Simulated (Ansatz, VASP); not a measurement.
## MoS2 in VASP and in Ansatz

Contents of POSCAR:

```
MoS2
1.0
    3.1709609040      0.0000000000      0.0000000000
   -1.5854804520      2.7461326973      0.0000000000
    0.0000000000      0.0000000000      6.8100252139
Mo S
1 2
Direct
    0.0000000000      0.0000000000      0.0000000000
    0.3333333333      0.6666666667      0.2285278115
    0.3333333333      0.6666666667      0.7714721885
```

The input INCAR.step1:

```
SYSTEM = MoS2
ALGO     = Normal         ! electronic algorithm
EDIFF    = 1E-4           ! SCF threshold, eV
ENCUT    = 520            ! plane-wave cutoff, eV
GGA      = PE             ! functional
ISMEAR   = 0              ! smearing method
LASPH    = .True.         ! aspherical terms in the spheres
LCHARG   = .False.        ! write CHGCAR
LREAL    = .False.        ! projectors in reciprocal space
LWAVE    = .True.         ! write WAVECAR
NBANDS   = 20             ! bands
NELM     = 60             ! most SCF steps
PREC     = Accurate       ! precision mode
SIGMA    = 0.01           ! smearing width, eV
```

INCAR.step2

```
SYSTEM = MoS2
ALGO     = Normal         ! electronic algorithm
EDIFF    = 1E-7           ! SCF threshold, eV
ENCUT    = 520            ! plane-wave cutoff, eV
ISIF     = 2              ! what is computed and relaxed
ISMEAR   = 0              ! smearing method
ISTART   = 1            
LASPH    = .True.         ! aspherical terms in the spheres
LCHARG   = .False.        ! write CHGCAR
LMIXTAU  = .True.       
LREAL    = .False.        ! projectors in reciprocal space
LWAVE    = .False.        ! write WAVECAR
METAGGA  = R2SCAN         ! meta-GGA
NBANDS   = 20             ! bands
NELM     = 60             ! most SCF steps
PREC     = Accurate       ! precision mode
SIGMA    = 0.01           ! smearing width, eV
```

The input KPOINTS:

```
k-points
0
Gamma
  12 12 4
  0 0 0
```

Input for Ansatz:

```yaml
crystal:
  lattice:
    - [3.170960904, 0.0, 0.0]
    - [-1.585480452, 2.7461326973, 0.0]
    - [0.0, 0.0, 6.8100252139]
  atoms:
    - { symbol: Mo, position: [0.0, 0.0, 0.0] }
    - { symbol: S, position: [0.3333333333, 0.6666666667, 0.2285278115] }
    - { symbol: S, position: [0.3333333333, 0.6666666667, 0.7714721885] }
kpoints:
  mp_grid: { grid: [12, 12, 4] }
  band_path:
    path:
      - [0.0, 0.0, 0.0]
      - [0.5, 0.0, 0.0]
      - [0.3333333333, 0.3333333333, 0.0]
      - [0.0, 0.0, 0.5]
      - [0.5, 0.0, 0.5]
      - [0.3333333333, 0.3333333333, 0.5]
    npoints: 1
hamiltonian:
  xc: r2scan
scf:
  occupations: { method: fixed }
  n_extra_bands: 4
output:
  forces: true
  stress: true
  eigenvalues: true
```

Alike in both runs: task single point; functional r2SCAN; k mesh 12 × 12 × 4; no spin polarisation.

|  | VASP | Ansatz |
| --- | --- | --- |
| version | VASP 6.6.1 | Ansatz 0.2.0 |
| potentials or method | VASP PAW PBE potentials, release 64 (Mo_sv, S) | plane waves, PAW |
| plane-wave cutoff (eV) | 520 | 500 |
| occupations | gaussian, width 0.01 eV | fixed |
| valence electrons in the cell | 26 | 26 |

|  | VASP | Ansatz | Ansatz less VASP |
| --- | --- | --- | --- |
| gap on the k mesh at the Fermi level (eV) | 1.36 | 1.34 | -0.017 |
| pressure (GPa) | 1.0 | 1.0 | -0.05 |
| traceless stress, the component that is largest in VASP (GPa) | -0.22 | -0.16 | +0.061 |
| rms of the force components (eV/Å) | 0.018 | 0.020 | +0.0021 |

VASP's potentials were made for PBE, not for r2SCAN. Atom by atom the forces differ by 0.002 eV/Å (rms over components).
